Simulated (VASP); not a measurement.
Write the native input for VASP 6.6.1 that does the following.

```yaml
Task: single point
Functional: PBE
Potentials_or_basis: VASP PAW PBE potentials, release 64 (Mo_sv, S)
Cutoff: 500 eV
k_mesh: 18 × 18 × 8
Occupations: gaussian, width 0.15 eV
Spin: no spin polarisation
Dipole_correction: no
Further_INCAR_settings: ALGO = Normal; EDIFF = 1e-06; NBANDS = 20
```

The structure of MoS2 lies in POSCAR:

```
MoS2
1.0
    3.1411847469      0.0000000000      0.0000000000
   -1.5705923735      2.7203457888      0.0000000000
    0.0000000000      0.0000000000      6.1247114470
Mo S
1 2
Direct
    0.0000000000      0.0000000000      0.5000000000
    0.3333333333      0.6666666667      0.2533079938
    0.6666666667      0.3333333333      0.7711829560
```

These files were run (other wordings do the same):

INCAR

```
SYSTEM = MoS2
PREC = Accurate
ENCUT = 500
EDIFF = 1E-6
ISMEAR = 0
SIGMA = 0.15
LREAL = .FALSE.
LASPH = .TRUE.
NELM = 120
ALGO = Normal
ISIF = 2
LWAVE = .FALSE.
LCHARG = .FALSE.
GGA = PE
NBANDS = 20
GGA_COMPAT = .FALSE.
```

KPOINTS

```
Automatic mesh
0
G
  18 18 8
  0 0 0
```

Potentials or basis: VASP PAW PBE potentials, release 64 (Mo_sv, S).

Run with:

```bash
$ cat potpaw_PBE.64/Mo_sv/POTCAR potpaw_PBE.64/S/POTCAR > POTCAR
$ mpirun -np 1 vasp_std > vasp.out
```

It gave:

The pressure is 5.6 GPa, the largest force is 1.712 eV/Å and the band gap on the k mesh is zero (bands 13 and 14 overlap by 0.92 eV).

Caveat: the cell stands under pressure; this functional lacks dispersion, which binds layers or chains, so the pressure and a relaxed spacing across them are unreliable; forces of over 1 eV/Å act on the atoms, so gaps and moduli don't describe the material at rest.

It took 8.3 min on 1 thread of Oxide Virtual Turin-like Processor, with other jobs on the host, peak memory 0.32 GiB.
